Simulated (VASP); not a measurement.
Set up this calculation in VASP 6.6.1, as the native input.

| Quantity | Value |
| --- | --- |
| Task | single point |
| Functional | LDA |
| Potentials or basis | VASP PAW LDA potentials, release 64 (As) |
| Cutoff | 400 eV |
| k mesh | 6 × 6 × 1 |
| Occupations | gaussian, width 0.1 eV |
| Spin | no spin polarisation |
| Dipole correction | yes |
| Further INCAR settings | ALGO = Normal; EDIFF = 1e-06; NBANDS = 12; NELMDL = -8 |

The structure of As lies in POSCAR:

```
As
1.0
    3.4427833217      0.0000000000      0.0000000000
   -1.7213916608      2.9815378163      0.0000000000
    0.0000000000      0.0000000000     28.0000000000
As
2
Direct
    0.3333333333      0.6666666667      0.5233750000
    0.6666666667      0.3333333333      0.4766250000
```

These files were run (other wordings do the same):

INCAR

```
PREC = Accurate
ENCUT = 400
EDIFF = 1E-6
ISMEAR = 0
SIGMA = 0.1
LREAL = False
LASPH = True
NELM = 120
ALGO = Normal
ISIF = 2
LWAVE = False
LCHARG = False
LDIPOL = True
IDIPOL = 3
DIPOL = 0.5 0.5 0.500
NBANDS = 12
GGA_COMPAT = False
NELMDL = -8
```

KPOINTS

```
regular mesh
0
Gamma
  6 6 1
```

Potentials or basis: VASP PAW LDA potentials, release 64 (As).

Command:

```console
$ cat potpaw_LDA.64/As/POTCAR > POTCAR
$ mpirun -np 1 vasp_std > vasp.out
```

Results of the run:

```
Largest force          : 1.538 eV/Å
Band gap on the k mesh : 1.62 eV, indirect (least direct gap 2.22 eV)
```

It took 19 s on 1 thread of Intel(R) Xeon(R) 6975P-C (Granite Rapids), on a shared host, peak memory 0.23 GiB.
